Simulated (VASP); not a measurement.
# HC32 in VASP: single point with PBEsol

Aim: the single point of HC32 with PBEsol.

Program: VASP 6.6.1. These are calculated values, not measurements. Logs are shortened: lines on timing, memory, paths and dates and some standing lists are left out, and cuts for length are marked.

## (1) The cell of the first run

The cell holds a slab with vacuum, 33 atoms: a = 9.864 Å, b = 9.864 Å, c = 12.000 Å, α = 90.00°, β = 90.00°, γ = 120.00°.

## (2) Single point, PBEsol, collinear spin

INCAR reads:

```
SYSTEM = HC32
ALGO = Normal
EDIFF = 1E-6
ENCUT = 520
GGA = PS
ISIF = 2
ISMEAR = 0
ISPIN = 2
LASPH = .True.
LCHARG = .True.
LELF = .True.
LORBIT = 11
LREAL = Auto
LVHAR = .True.
LWAVE = .False.
MAGMOM = 0 0 0 0 0 0 0 0 0 0.05 0 0 0 0 0 0.05 0 0.05 0 0 0 0 0 0 0 0 0 0 0 0 0 0 0
NBANDS = 90
NCORE = 4
NELM = 150
PREC = Accurate
SIGMA = 0.05
```

KPOINTS reads:

```
k-points
0
Gamma
  2 2 1
  0 0 0
```

POSCAR reads:

```
HC32
1.0
    9.8640000000      0.0000000000      0.0000000000
   -4.9320000000      8.5424750000      0.0000000000
    0.0000000000      0.0000000000     12.0000000000
C H
32 1
Direct
    0.0002235061     -0.0001026635      0.0777560000
    0.1668222552      0.0836771545      0.0775912500
    0.0004722159      0.2500383086      0.0762105000
    0.1669012232      0.3332523654      0.0753505000
    0.0002235435      0.4999300554      0.0777607500
    0.1668217227      0.5827486765      0.0775909167
    0.0009332915      0.7502680429      0.0815679167
    0.1665547385      0.8330798744      0.0843820833
    0.2505838519      0.0009906965      0.0833907500
    0.4149509935      0.0852024735      0.0893800000
    0.2501163681      0.2500366697      0.0762163333
    0.4164765884      0.3333309141      0.0775888333
    0.2501155654      0.4996824691      0.0762123333
    0.4164772889      0.5827501983      0.0775840000
    0.2505846948      0.7491979783      0.0833814167
    0.4149513534      0.8293534368      0.0893620833
    0.5002368102     -0.0000811240      0.1172316667
    0.6707998064      0.0852020053      0.0893522500
    0.4991630286      0.2495701773      0.0833917500
    0.6670741324      0.3335998057      0.0843826667
    0.5002560276      0.4999299383      0.0777531667
    0.6664816278      0.5830427364      0.0804890833
    0.4991636489      0.7491969248      0.0833844167
    0.6670756841      0.8330777673      0.0843829167
    0.7509564731      0.0009899941      0.0833794167
    0.9174040052      0.0836762180      0.0775840833
    0.7509557477      0.2495692408      0.0833775000
    0.9174048478      0.3333322017      0.0775886667
    0.7498863296      0.4992213615      0.0815667500
    0.9171092992      0.5830440241      0.0804898333
    0.7498870858      0.7502668723      0.0815642500
    0.9171101383      0.8336708038      0.0804895000
    0.5002650655     -0.0000868601      0.2114320833
```

Potentials or basis: VASP PAW PBE potentials, release 64 (C, H).

On the command line:

```sh
$ cat potpaw_PBE.64/C/POTCAR potpaw_PBE.64/H/POTCAR > POTCAR
$ mpirun -np 4 vasp_std > vasp.out
```

OUTCAR:

```text
SYSTEM = HC32
   EDIFF = 1E-6
   ENCUT = 520
   GGA = PS
   ISIF = 2
   ISMEAR = 0
   ISPIN = 2
   LASPH = .True.
   LORBIT = 11
   LREAL = Auto
   NELM = 150
   PREC = Accurate

 ion  position               nearest neighbor table
   1  0.000  1.000  0.078-  32 1.42  26 1.42   2 1.42
   2  0.167  0.084  0.078-  11 1.42   1 1.42   9 1.42
   3  0.000  0.250  0.076-  28 1.42  26 1.42   4 1.42
   4  0.167  0.333  0.075-   3 1.42  13 1.42  11 1.42
   5  0.000  0.500  0.078-  30 1.42  28 1.42   6 1.42
   6  0.167  0.583  0.078-  13 1.42   5 1.42  15 1.42
[... 8 lines left out ...]
  15  0.251  0.749  0.083-  16 1.41   6 1.42   8 1.43
  16  0.415  0.829  0.089-  15 1.41  23 1.41  17 1.49
  17  0.500  1.000  0.117-  33 1.13  10 1.49  16 1.49  18 1.49
  18  0.671  0.085  0.089-  27 1.41  25 1.41  17 1.49
  19  0.499  0.250  0.083-  10 1.41  12 1.42  20 1.43
  20  0.667  0.334  0.084-  29 1.42  19 1.43  27 1.43
  21  0.500  0.500  0.078-  22 1.42  14 1.42  12 1.42
  22  0.666  0.583  0.080-  21 1.42  31 1.43  29 1.43
  23  0.499  0.749  0.083-  16 1.41  14 1.42  24 1.43
  24  0.667  0.833  0.084-  31 1.42  23 1.43  25 1.43
  25  0.751  0.001  0.083-  18 1.41  26 1.42  24 1.43
  26  0.917  0.084  0.078-   3 1.42   1 1.42  25 1.42
  27  0.751  0.250  0.083-  18 1.41  28 1.42  20 1.43
  28  0.917  0.333  0.078-   3 1.42   5 1.42  27 1.42
  29  0.750  0.499  0.082-  20 1.42  30 1.43  22 1.43
  30  0.917  0.583  0.080-   5 1.42  29 1.43   7 1.43
  31  0.750  0.750  0.082-  24 1.42  32 1.43  22 1.43
  32  0.917  0.834  0.080-   1 1.42  31 1.43   7 1.43
  33  0.500  1.000  0.211-  17 1.13

  LATTYP: Found a hexagonal cell.
 ALAT       =     9.8640000000
 C/A-ratio  =     1.2165450122

  Lattice vectors:

 A1 = (   9.8640000000,   0.0000000000,   0.0000000000)
 A2 = (  -4.9320000000,   8.5424750000,   0.0000000000)
 A3 = (   0.0000000000,   0.0000000000,  12.0000000000)

Analysis of symmetry for initial positions (statically):
=====================================================================
 Subroutine PRICEL returns:
 Original cell was already a primitive cell.

 Routine SETGRP: Setting up the symmetry group for a
 hexagonal supercell.

 Subroutine GETGRP returns: Found  1 space group operations
 (whereof  1 operations were pure point group operations)
 out of a pool of 24 trial point group operations.

The static configuration has the point symmetry C_1 .

Analysis of symmetry for dynamics (positions and initial velocities):
=====================================================================
 Subroutine PRICEL returns:
 Original cell was already a primitive cell.

 Routine SETGRP: Setting up the symmetry group for a
 hexagonal supercell.

 Subroutine GETGRP returns: Found  1 space group operations
 (whereof  1 operations were pure point group operations)
 out of a pool of 24 trial point group operations.

The dynamic configuration has the point symmetry C_1 .

Analysis of structural, dynamic, and magnetic symmetry:
=====================================================================
 Subroutine PRICEL returns:
 Original cell was already a primitive cell.

 Routine SETGRP: Setting up the symmetry group for a
 hexagonal supercell.

 Subroutine GETGRP returns: Found  1 space group operations
 (whereof  1 operations were pure point group operations)
 out of a pool of 24 trial point group operations.

The overall configuration has the point symmetry C_1 .

 Subroutine INISYM returns: Found  1 space group operations
 (whereof  1 operations are pure point group operations),
 and found     1 'primitive' translations

----------------------------------------------------------------------------------------

                                     Primitive cell

  volume of cell :    1011.1557

  direct lattice vectors                    reciprocal lattice vectors
     9.864000000  0.000000000  0.000000000     0.101378751  0.058531046  0.000000000
    -4.932000000  8.542475000  0.000000000     0.000000000  0.117062093  0.000000000
     0.000000000  0.000000000 12.000000000     0.000000000  0.000000000  0.083333333

  length of vectors
     9.864000000  9.864000361 12.000000000     0.117062097  0.117062093  0.083333333

  position of ions in fractional coordinates (direct lattice)
     0.000223506  0.999897336  0.077756000
     0.166822255  0.083677155  0.077591250
[... 88 lines left out ...]

 Subroutine IBZKPT returns following result:
 ===========================================

 Found      4 irreducible k-points:

 Following reciprocal coordinates:
            Coordinates               Weight
  0.000000  0.000000  0.000000      1.000000
  0.500000 -0.000000  0.000000      1.000000
  0.000000  0.500000  0.000000      1.000000
  0.500000  0.500000  0.000000      1.000000
   k-points           NKPTS =      4   k-points in BZ     NKDIM =      4   number of bands    NBANDS=     90
   number of dos      NEDOS =    301   number of ions     NIONS =     33
   total plane-waves  NPLWV = 576000
   dimension x,y,z NGX =    80 NGY =   80 NGZ =   90
   dimension x,y,z NGXF=   160 NGYF=  160 NGZF=  180
   ions per type =              32   1
   NGX,Y,Z   is equivalent  to a cutoff of  13.48, 13.48, 12.47 a.u.
   NGXF,Y,Z  is equivalent  to a cutoff of  26.97, 26.97, 24.94 a.u.
 SYSTEM =  HC32
   PREC   = accura    normal or accurate (medium, high low for compatibility)
   ISTART =      0    job   : 0-new  1-cont  2-samecut
   ICHARG =      2    charge: 1-file 2-atom 10-const
   ISPIN  =      2    spin polarized calculation?
   LNONCOLLINEAR =      F non collinear calculations
   LSORBIT =      F    spin-orbit coupling
   LASPH  =      T    aspherical Exc in radial PAW
   ENCUT  =  520.0 eV  38.22 Ry    6.18 a.u.  18.34 18.34 22.31*2*pi/ulx,y,z
   NELM   =    150;   NELMIN=  2; NELMDL= -5     # of ELM steps
   EDIFF  = 0.1E-05   stopping-criterion for ELM
   LREAL  =      T    real-space projection
   EDIFFG = 0.1E-04   stopping-criterion for IOM
   NSW    =      0    number of steps for IOM
   IBRION =     -1    ionic relax: 0-MD 1-quasi-New 2-CG
   NFREE  =      0    steps in history (QN), initial steepest desc. (CG)
   ISIF   =      2    stress and relaxation
   ISYM   =      2    0-nonsym 1-usesym 2-fastsym
   POTIM  = 0.5000    time-step for ionic-motion
   TEBEG  =    0.0;   TEEND  =   0.0 temperature during run
   PSTRESS=    0.0 pullay stress
   NELECT =     129.0000    total number of electrons
   NUPDOWN=      -1.0000    fix difference up-down
   EMIN   =  10.00;   EMAX   =-10.00  energy-range for DOS
   EFERMI =   0.00;   METHOD = LEGACY
   ISMEAR =     0;   SIGMA  =   0.05  broadening in eV -4-tet -1-fermi 0-gaus
   EFERMI_NEDOS =   21; number of points for ismear=-14 and -15
   IALGO  =     38    algorithm
   IMIX   =      4    mixing-type and parameters
     AMIX     =   0.40;   BMIX     =  1.00
     AMIX_MAG =   1.60;   BMIX_MAG =  1.00
  volume/ion in A,a.u.               =      30.64       206.78
  Fermi-wavevector in a.u.,A,eV,Ry     =   0.824136  1.557391  9.241072  0.679200
  Thomas-Fermi vector in A             =   1.935768
   LORBIT       =     11    0 simple, 1 ext, 2 COOP (PROOUT), +10 PAW based schemes
   GGA     = PS    functional components
   LHFCALC =     F    Hartree Fock is set to
   AEXX    =    0.0000 exact exchange contribution
   IVDW    =     0    specifies the selected vdW correction
   LEPSILON=     F    determine dielectric tensor
   LRPA    =     F    only Hartree local field effects (RPA)
 spin polarized calculation
 Gauss-broadening in eV      SIGMA  =   0.05
  energy-cutoff  :      520.00
  volume of cell :     1011.16
 maximum number of plane-waves:     27273
 NGX is ok and might be reduce to    80
   NGX = 37   NGY = 37   NGZ = 45

 number of electron     129.0000000 magnetization       0.9999410

 Free energy of the ion-electron system (eV)
  ---------------------------------------------------
  ext. energy  EPLUGINS =         0.00000000
  ---------------------------------------------------
  free energy    TOTEN  =      -310.40382711 eV

  energy without entropy =     -310.40382039  energy(sigma->0) =     -310.40382375

 E-fermi :  -1.6742     XC(G=0):  -3.6085

 val. band max:       -1.8174387330   @ k =   0.5000   0.5000   0.0000
 cond. band min:      -1.5322770800   @ k =   0.5000  -0.0000   0.0000
 fundamental gap:      0.2851616530
 Fermi energy:        -1.6742423324

 spin component 1

 k-point     1 :       0.0000    0.0000    0.0000
  band No.  band energies     occupation
      1     -21.2364      1.00000
      2     -19.7938      1.00000
      3     -19.7933      1.00000
      4     -19.7933      1.00000
      5     -19.7500      1.00000
      6     -19.7452      1.00000
[... 305 lines left out ...]
     75       2.5600      0.00000
     76       2.9766      0.00000
 Fermi energy:        -1.6742423324

 spin component 2

 k-point     1 :       0.0000    0.0000    0.0000
  band No.  band energies     occupation
      1     -21.1976      1.00000
      2     -19.7673      1.00000
      3     -19.7673      1.00000
      4     -19.7311      1.00000
      5     -19.7085      1.00000
      6     -19.7085      1.00000
[... 305 lines left out ...]
     75       2.6347      0.00000
     76       3.0259      0.00000
 [bands above 76 left out]

------------------------ aborting loop because EDIFF is reached ----------------------------------------

  FORCE on cell =-STRESS in cart. coord.  units (eV):
  Direction    XX          YY          ZZ          XY          YZ          ZX
  --------------------------------------------------------------------------------------
  -------------------------------------------------------------------------------------
  Total       -2.4586352     -2.4621102     -0.1262217     -0.0099147      0.0017330      0.0011653
  in kB       -3.8957103     -3.9012164     -0.1999984     -0.0157098      0.0027459      0.0018465
  external PRESSURE =      -2.6656417 kB  Pullay stress =       0.0000000 kB

 VOLUME and BASIS-vectors are now :
 -----------------------------------------------------------------------------
  energy-cutoff  :      520.00
  volume of cell :     1011.16
      direct lattice vectors                 reciprocal lattice vectors
     9.864000000  0.000000000  0.000000000     0.101378751  0.058531046  0.000000000
    -4.932000000  8.542475000  0.000000000     0.000000000  0.117062093  0.000000000
     0.000000000  0.000000000 12.000000000     0.000000000  0.000000000  0.083333333

 POSITION                                       TOTAL-FORCE (eV/Angst)
 -----------------------------------------------------------------------------------
     -4.92929      8.54160      0.93307         0.002625      0.000896     -0.000161
      1.23284      0.71481      0.93109        -0.001611     -0.003729     -0.004132
     -1.22853      2.13595      0.91453         0.004141      0.000143     -0.005328
      0.00271      2.84680      0.90421        -0.002444     -0.000211     -0.000839
     -2.46345      4.27064      0.93313         0.003519     -0.001342     -0.000805
     -1.22859      4.97812      0.93109        -0.008595      0.003278     -0.004877
[... 25 lines left out ...]
      4.93471      7.12161      0.96587        -0.001853     -0.003631      0.003016
      0.00304      8.54173      2.53718        -0.001289      0.000240      0.045440
 -----------------------------------------------------------------------------------
    total drift:                                0.030329     -0.006467     -0.008016

  FREE ENERGIE OF THE ION-ELECTRON SYSTEM (eV)
  ---------------------------------------------------
  free  energy   TOTEN  =      -310.4038271121 eV

  energy  without entropy=     -310.4038203947  energy(sigma->0) =     -310.40382375

 total charge

# of ion       s       p       d       tot
------------------------------------------
    1        0.859   1.785   0.000   2.644
    2        0.859   1.784   0.000   2.643
    3        0.859   1.787   0.000   2.646
    4        0.859   1.787   0.000   2.646
    5        0.859   1.785   0.000   2.644
    6        0.859   1.784   0.000   2.643
[... 25 lines left out ...]
   32        0.857   1.780   0.000   2.636
   33        0.600   0.040   0.000   0.640
--------------------------------------------------
tot         28.031  57.071   0.000  85.102

 magnetization (x)

# of ion       s       p       d       tot
------------------------------------------
    1       -0.001  -0.012   0.000  -0.014
    2        0.001   0.016   0.000   0.017
    3       -0.001  -0.011   0.000  -0.012
    4        0.002   0.043   0.000   0.045
    5       -0.001  -0.012   0.000  -0.014
    6        0.001   0.016   0.000   0.017
[... 25 lines left out ...]
   32        0.003   0.051   0.000   0.054
   33        0.045  -0.000   0.000   0.044
--------------------------------------------------
tot          0.058   0.466   0.000   0.524
```

Wall time 9.8 min (4 MPI ranks of AMD EPYC 9755, shared host); peak memory 0.53 GiB.

Results:

| Property | Result |
| --- | --- |
| Free energy | -310.4038 eV |
| Largest force | 0.045 eV/Å |
| Band gap on the k mesh | 0.29 eV |
| Net moment | 1.00 μB per cell |
| Site moments | C -0.01, +0.02, +0.04, -0.02, +0.06, +0.08, +0.05 (each value once); H +0.04 μB |
| Valence electrons inside the program's atomic spheres | C 2.64, 2.65, 2.63, 2.62 (each value once); H 0.64 |

Forces on the atoms (eV/Å):
```
C    0.003  0.001  0.000
C   -0.002 -0.004 -0.004
C    0.004  0.000 -0.005
C   -0.002  0.000 -0.001
C    0.004 -0.001 -0.001
C   -0.009  0.003 -0.005
C   -0.002  0.000  0.001
C    0.003  0.000  0.005
C   -0.001 -0.005  0.000
C    0.009 -0.004 -0.005
C    0.000  0.002 -0.010
C    0.002  0.004 -0.004
C    0.003 -0.003 -0.006
C    0.000  0.002 -0.003
C   -0.007  0.000  0.000
C    0.002  0.006 -0.004
C    0.002  0.000 -0.017
C   -0.004 -0.003 -0.004
C    0.003  0.004  0.000
C    0.002 -0.002  0.004
C    0.001 -0.001  0.000
C    0.002  0.002  0.001
C    0.006  0.002  0.000
C    0.000 -0.001  0.004
C    0.001 -0.005  0.001
C   -0.002  0.000 -0.003
C   -0.002  0.008  0.000
C   -0.007  0.003 -0.003
C    0.000 -0.002  0.004
C   -0.006  0.001  0.001
C    0.001 -0.002  0.005
C   -0.002 -0.004  0.003
H   -0.001  0.000  0.045
```

Caveat: there is no dipole correction, which matters where the two faces differ; the PAW data sets were made with another functional, which shifts forces and pressure a little.
